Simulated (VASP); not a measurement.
Input of a VASP 6.6.1 run:

File INCAR:

```
SYSTEM = Si20H8O
ALGO = Normal
EDIFF = 1E-7
ENCUT = 520
GGA = PE
ISIF = 2
ISMEAR = -1
ISPIN = 2
LASPH = .True.
LCHARG = .True.
LELF = .True.
LORBIT = 11
LREAL = Auto
LVHAR = .True.
LWAVE = .False.
MAGMOM = 0 0 0 0 0 0 0 0 0 0 0 0 0 0 0 0 0 0 0 0 0 0 0 0 0 0 0 0 1
NBANDS = 71
NELM = 150
PREC = Accurate
SIGMA = 0.02
```

KPOINTS

```
k-points
0
Gamma
  1 1 1
  0 0 0
```

Contents of POSCAR:

```
Si20H8O
1.0
    7.6791800000      0.0000000000      0.0000000000
    0.0000000000      7.6791800000      0.0000000000
    0.0000000000      0.0000000000     18.2555000000
H Si O
8 20 1
Direct
    0.4093920000      0.0000000000      0.0547780000
    0.0906080000      0.0000000000      0.0547780000
    0.9093920000      0.0000000000      0.0547780000
    0.5906080000      0.0000000000      0.0547780000
    0.4093920000      0.5000000000      0.0547780000
    0.0906080000      0.5000000000      0.0547780000
    0.9093920000      0.5000000000      0.0547780000
    0.5906080000      0.5000000000      0.0547780000
    0.2500000000      0.0000000000      0.1021884000
    0.7500000000      0.0000000000      0.1021884000
    0.2500000000      0.5000000000      0.1021884000
    0.7500000000      0.5000000000      0.1021884000
    0.2275059056      0.2505889182      0.1731968503
    0.7288434592      0.2493061716      0.1737855540
    0.2641060598      0.7510074922      0.1760864877
    0.7633753202      0.7479050310      0.1772794039
   -0.0230026137      0.2455525562      0.2470432466
    0.4736009628      0.2410880584      0.2439628163
    0.0173112638      0.7495633388      0.2503412301
    0.5139354838      0.7473937615      0.2512532738
    0.0004387609      0.0019612868      0.3214879083
    0.5179155010      0.0006323122      0.3208661505
    0.0451135795      0.4954960169      0.3198354875
    0.5047801141      0.4905218147      0.3194263964
    0.2596256422      0.0806788647      0.3764088844
    0.7560746856      0.0656550818      0.3953381423
    0.2756060961      0.3904343492      0.3866298228
    0.7489328528      0.3506179561      0.3586666317
    0.8912083660      0.4990559381      0.3862836142
```

Potentials or basis: VASP PAW PBE potentials, release 64 (H, Si, O).

Launch:

```console
$ cat potpaw_PBE.64/H/POTCAR potpaw_PBE.64/Si/POTCAR potpaw_PBE.64/O/POTCAR > POTCAR
$ mpirun -np 1 vasp_gam > vasp.out
```

(1) Estimate the largest force.

(2) Estimate the site moments.

(3) Predict the net moment.

## Answers

(1) 1.000 eV/Å.

(2) H +0.00, -0.00, +0.01 (each value once); Si +0.00, +0.02, -0.00, +0.01, +0.06, -0.01, +0.03, +0.20, +0.04 (each value once); O +0.02 μB.

(3) 2.00 μB per cell.

Caveat: the k points lie up to 0.82 Å⁻¹ apart.
